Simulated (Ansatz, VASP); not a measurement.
## BeCd3S4 in VASP and in Ansatz

```
Be Cd S
1.0
    -2.83346    2.83346    5.60147
     2.83346   -2.83346    5.60147
     2.83346    2.83346   -5.60147
Be Cd S
1 3 4
Direct
  0.00000 0.00000 0.00000
  0.75000 0.25000 0.50000
  0.50000 0.50000 0.00000
  0.25000 0.75000 0.50000
  0.67140 0.10666 0.00000
  0.89334 0.89334 0.56475
  0.32860 0.32860 0.43525
  0.10666 0.67140 0.00000
```

Change from the starting cell: species swapped into the VAg3O4 type (I-42m, No. 121).

Alike in both runs: functional PBE; k mesh 8 × 8 × 8; occupations gaussian, width 0.02 eV; no spin polarisation.

Ansatz relaxed the structure, and its values are those at the end. VASP's run is a single point on that final structure, the one shown.

```csv
,VASP,Ansatz
version,VASP 6.6.1,Ansatz 0.2.0
potentials or method,"VASP PAW PBE potentials, release 64 (Be, Cd, S), cutoff 520 eV","scalar-relativistic, plane waves, PAW"
valence electrons in the cell,62,86
```

```csv
,VASP,Ansatz,Ansatz less VASP
gap on the k mesh at the Fermi level (eV),1.63,1.62,-0.008
least direct gap on the mesh (eV),1.63,1.62,-0.008
pressure (GPa),0.3,0.0,-0.27
rms of the force components (eV/Å),0.014,0.000,-0.0140
```

With one functional, cell and mesh, what is left measures potentials, basis and numerics. VASP's potentials hold 62 valence electrons a cell and Ansatz's 86, so a difference there can come from the potentials and not from the codes.
